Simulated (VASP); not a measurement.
# Se (R-3m) in VASP: a series of runs, part 2 of 2

VASP 6.6.1.

## Step 4: Single point, r2SCAN

This run uses another cell than the first one, of 22.69 Å³/atom, 1.018 times its volume.

The input, POSCAR:

```
Se
1.0
    1.9980285165      1.1535623019      1.6409211618
   -1.9980285165      1.1535623019      1.6409211618
    0.0000000000     -2.3071246037      1.6409211618
Se
1
Direct
    0.0000000000      0.0000000000      0.0000000000
```

The input, INCAR.step1:

```
SYSTEM = Se
  PREC = Accurate
  ENCUT = 520
  ISMEAR = 0
  SIGMA = 0.05
  LREAL = .FALSE.
  LASPH = .TRUE.
  NELM = 100
  NBANDS = 9
  GGA = PE
  ALGO = Normal
  EDIFF = 1E-4
  LWAVE = .TRUE.
  LCHARG = .FALSE.
```

The input, INCAR.step2:

```
SYSTEM = Se
  PREC = Accurate
  ENCUT = 520
  EDIFF = 1E-6
  ISMEAR = 0
  SIGMA = 0.05
  LREAL = .FALSE.
  LASPH = .TRUE.
  NELM = 100
  ALGO = Normal
  ISIF = 2
  LWAVE = .FALSE.
  LCHARG = .FALSE.
  METAGGA = R2SCAN
  LMIXTAU = .TRUE.
  NBANDS = 9
  ISTART = 1
```

The input, KPOINTS:

```
Automatic mesh
0
G
  16 16 16
  0 0 0
```

Potentials or basis: VASP PAW PBE potentials, release 64 (Se).

Command:

```console
cat potpaw_PBE.64/Se/POTCAR > POTCAR
cp INCAR.step1 INCAR
mpirun -np 1 vasp_std > vasp.out
cp INCAR.step2 INCAR
mpirun -np 1 vasp_std > vasp.out
```

OUTCAR:

```text
SYSTEM = Se
   PREC = Accurate
   ENCUT = 520
   EDIFF = 1E-6
   ISMEAR = 0
   LREAL = .FALSE.
   LASPH = .TRUE.
   NELM = 100
   ISIF = 2
   METAGGA = R2SCAN
   ISTART = 1

 ion  position               nearest neighbor table
   1  0.000  0.000  0.000-

  LATTYP: Found a trigonal (rhomboedric) cell.
 ALAT       =     2.8311563356
 COS(alpha) =     0.0038937684

  Lattice vectors:

 A1 = (   1.9980285165,   1.1535623019,   1.6409211618)
 A2 = (  -1.9980285165,   1.1535623019,   1.6409211618)
 A3 = (   0.0000000000,  -2.3071246037,   1.6409211618)

Analysis of symmetry for initial positions (statically):
=====================================================================
 Subroutine PRICEL returns:
 Original cell was already a primitive cell.

 Routine SETGRP: Setting up the symmetry group for a
 trigonal (rhombohedral) supercell.

 Subroutine GETGRP returns: Found 12 space group operations
 (whereof 12 operations were pure point group operations)
 out of a pool of 12 trial point group operations.

The static configuration has the point symmetry D_3d.

Analysis of symmetry for dynamics (positions and initial velocities):
[... 156 lines left out ...]
  energy without entropy =      -14.05198446  energy(sigma->0) =      -14.05227277

 E-fermi :   4.3683     XC(G=0): -10.4178

 val. band max:        4.3655173911   @ k =   0.1875   0.1250   0.0625
 cond. band min:       4.3738910727   @ k =   0.3750   0.1875   0.1875
 fundamental gap:      0.0083736816
 Fermi energy:         4.3683111730

 k-point     1 :       0.0000    0.0000    0.0000
  band No.  band energies     occupation
      1     -12.2693      2.00000
      2       5.8792      0.00000
      3       5.8792      0.00000
      4       5.9131      0.00000
      5      12.6667      0.00000
      6      12.6667      0.00000
      7      13.1140      0.00000
      8      27.5847      0.00000
      9      27.6088      0.00000
[... 265 lines left out ...]
 k-point    24 :      -0.0625    0.0625    0.0000
  band No.  band energies     occupation
      1     -12.1530      2.00000
      2       5.2901      0.00000
      3       5.3152      0.00000
      4       5.9823      0.00000
      5      12.9021      0.00000
      6      13.5331      0.00000
      7      13.7757      0.00000
      8      25.5329      0.00000
      9      26.2424      0.00000

 [... further k-points ...]
[... 5 lines left out ...]
  --------------------------------------------------------------------------------------
  -------------------------------------------------------------------------------------
  Total       -0.1937377     -0.1937377     -0.2117483      0.0000000     -0.0000000      0.0000000
  in kB      -13.6786459    -13.6786459    -14.9502656      0.0000000     -0.0000000      0.0000000
  external PRESSURE =     -14.1025192 kB  Pullay stress =       0.0000000 kB

 VOLUME and BASIS-vectors are now :
 -----------------------------------------------------------------------------
  energy-cutoff  :      520.00
  volume of cell :       22.69
      direct lattice vectors                 reciprocal lattice vectors
     1.998028517  1.153562302  1.640921162     0.250246679  0.144479987  0.203137933
    -1.998028517  1.153562302  1.640921162    -0.250246679  0.144479987  0.203137933
     0.000000000 -2.307124604  1.640921162     0.000000000 -0.288959975  0.203137933

 POSITION                                       TOTAL-FORCE (eV/Angst)
 -----------------------------------------------------------------------------------
      0.00000      0.00000      0.00000         0.000000      0.000000     -0.000000
 -----------------------------------------------------------------------------------
    total drift:                               -0.000000     -0.000000      0.000000

  FREE ENERGIE OF THE ION-ELECTRON SYSTEM (eV)
  ---------------------------------------------------
  free  energy   TOTEN  =       -14.0525610766 eV

  energy  without entropy=      -14.0519844613  energy(sigma->0) =      -14.05227277
```

OUTCAR.step1:

```text
SYSTEM = Se
   PREC = Accurate
   ENCUT = 520
   ISMEAR = 0
   LREAL = .FALSE.
   LASPH = .TRUE.
   NELM = 100
[... 506 lines left out ...]
 -----------------------------------------------------------------------------------
      0.00000      0.00000      0.00000         0.000000      0.000000      0.000000
 -----------------------------------------------------------------------------------
    total drift:                               -0.000000     -0.000000      0.000000

  FREE ENERGIE OF THE ION-ELECTRON SYSTEM (eV)
  ---------------------------------------------------
  free  energy   TOTEN  =        -3.3283581542 eV

  energy  without entropy=       -3.3278116708  energy(sigma->0) =       -3.32808491
```

OSZICAR.step1:

```text
N       E                     dE             d eps       ncg     rms          rms(c)
DAV:   1     0.987903012335E+01    0.98790E+01   -0.28351E+03  7554   0.567E+02
DAV:   2    -0.300715659325E+01   -0.12886E+02   -0.12283E+02 10126   0.760E+01
DAV:   3    -0.332199143491E+01   -0.31483E+00   -0.31294E+00  8986   0.110E+01
DAV:   4    -0.332263761556E+01   -0.64618E-03   -0.64614E-03 10534   0.580E-01
DAV:   5    -0.332263813833E+01   -0.52277E-06   -0.52299E-06  8878   0.137E-02    0.362E+00
DAV:   6    -0.332591061083E+01   -0.32725E-02   -0.86322E-04  8754   0.207E-01    0.216E+00
DAV:   7    -0.332830163368E+01   -0.23910E-02   -0.19533E-03  7919   0.312E-01    0.497E-02
DAV:   8    -0.332835815420E+01   -0.56521E-04   -0.85467E-05  8313   0.616E-02
   1 F= -.33283582E+01 E0= -.33280849E+01  d E =-.546483E-03
```

It took 2.1 min on 1 thread of Intel Xeon Platinum 8259CL at 2.50GHz (Skylake/Cascade Lake), shared host; peak memory 0.21 GiB.

What came out:

```yaml
Free_energy: -14.0526 eV
Pressure: -1.4 GPa
Band_gap_on_the_k_mesh: zero (band 3 reaches 7.35 eV, above the bottom of band 4 at 0.92 eV)
```

Stress tensor (GPa, compression positive):
```
-1.37  0.00  0.00
 0.00 -1.37  0.00
 0.00  0.00 -1.50
```

Levels at points of the mesh, in eV from the Fermi level:
```csv
k point,band 1,band 2,band 3,band 4,band 5,band 6,band 7
"(0.00, 0.00, 0.00)",-16.64,1.51,1.51,1.54,8.30,8.30,8.75
"(0.50, 0.00, 0.00)",-14.48,-7.12,2.98,3.01,10.46,12.53,13.36
"(0.50, 0.50, 0.00)",-12.31,-5.21,-5.17,3.45,4.34,14.16,16.52
"(0.50, 0.50, 0.50)",-10.05,-3.51,-3.45,-3.45,6.38,6.47,6.47
```

Caveat: the PAW data sets were made with another functional, which shifts forces and pressure a little.

## Step 5: Overview

| cell | gap on the mesh (eV) | pressure (GPa) |
| --- | --- | --- |
| a = 2.814 Å, angles 89.8°, 1 atom | none | -0.1 |
| a = 2.823 Å, angles 89.8°, 1 atom | none | -0.8 |
| a = 2.831 Å, angles 89.8°, 1 atom | none | -1.4 |

Alike in all rows: task single point; level r2SCAN; potentials or basis VASP PAW PBE potentials, release 64 (Se); no spin polarisation; k mesh 16 × 16 × 16; cutoff (eV) 520; smearing gaussian 0.05 eV.

Caveats: the PAW data sets were made with another functional, which shifts forces and pressure a little.

Absolute energies hang on the potentials; compare differences alone.
